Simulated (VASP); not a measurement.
Ir:

```
Ir
1.0
     2.52681    0.00000    0.00000
     0.00000    2.52681    0.00000
     0.00000    0.00000    2.52681
Ir
1
Direct
  0.00000 0.00000 0.00000
```

Base run:

```yaml
Program: VASP 6.6.1
Functional: LDA
Potentials_or_basis: VASP PAW LDA potentials, release 64 (Ir_sv_GW)
Cutoff: 500 eV
k_mesh: 15 × 15 × 15
Occupations: fermi-dirac, width 0.1 eV
Spin: no spin polarisation
```

Its results: pressure -1.8 GPa.

The run is repeated on the same cell with these changes: potentials or basis from VASP PAW LDA potentials, release 64 (Ir_sv_GW) to VASP PAW LDA potentials, release 64 (Ir); cutoff from 500 eV to 520 eV; further incar settings from ALGO = Normal; EDIFF = 1e-06; NBANDS = 14 to ALGO = Normal; EDIFF = 1e-06; NBANDS = 10; valence electrons from 17 to 9. What comes out?

Pressure 1.5 GPa.
